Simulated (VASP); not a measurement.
## SnO2: single point with PBE

SnO2:

```xyz
6
Lattice="4.8277 0.0000 0.0000 0.0000 4.8277 0.0000 0.0000 0.0000 3.2380" Properties=species:S:1:pos:R:3 pbc="T T T"
Sn    0.0000    0.0000    0.0000
Sn    2.4139    2.4139    1.6190
O     1.4802    1.4802    0.0000
O     0.9337    3.8941    1.6190
O     3.3475    3.3475    0.0000
O     3.8941    0.9337    1.6190
```

| Item | Value |
| --- | --- |
| Program | VASP 6.6.1 |
| Task | single point |
| Functional | PBE |
| Potentials or basis | VASP PAW PBE potentials, release 64 (Sn_d, O) |
| Cutoff | 520 eV |
| k mesh | 6 × 6 × 8 |
| Occupations | gaussian, width 0.02 eV |
| Spin | no spin polarisation |
| Dipole correction | no |
| Further INCAR settings | ALGO = Normal; EDIFF = 1e-06; NBANDS = 35 |

```json
{
  "Pressure": "0.6 GPa",
  "Largest force": "0.020 eV/Å",
  "Band gap on the k mesh": "0.67 eV"
}
```

Forces on the atoms (eV/Å):
```
Sn   0.000  0.000  0.000
Sn   0.000  0.000  0.000
O   -0.014 -0.014  0.000
O    0.014 -0.014  0.000
O    0.014  0.014  0.000
O   -0.014  0.014  0.000
```

Stress tensor (GPa, compression positive):
```
0.50 0.00 0.00
0.00 0.50 0.00
0.00 0.00 0.82
```

Levels at points of the mesh, in eV from the valence-band top:
```tsv
k point	band 24	band 25	band 26	band 27	band 28	band 29
(0.00, 0.00, 0.00)	-0.74	-0.74	0.00	0.67	5.69	6.06
(0.50, 0.00, 0.00)	-1.21	-0.61	-0.61	3.88	3.88	6.81
(0.50, 0.50, 0.00)	-1.33	-0.85	-0.85	4.27	4.27	7.15
(0.00, 0.00, 0.50)	-1.53	-1.18	-1.18	5.59	5.59	9.36
(0.50, 0.00, 0.50)	-1.02	-0.75	-0.75	5.85	5.85	7.60
(0.50, 0.50, 0.50)	-0.92	-0.78	-0.78	4.35	4.35	8.61
```

Run time: 100 s on 1 thread of Intel Xeon 8259CL (shared host), peak memory 0.24 GiB.

Caveat: spin-orbit coupling is left out, which moves the levels of the heavy elements. As with any semilocal functional, this PBE gap is likely too small.
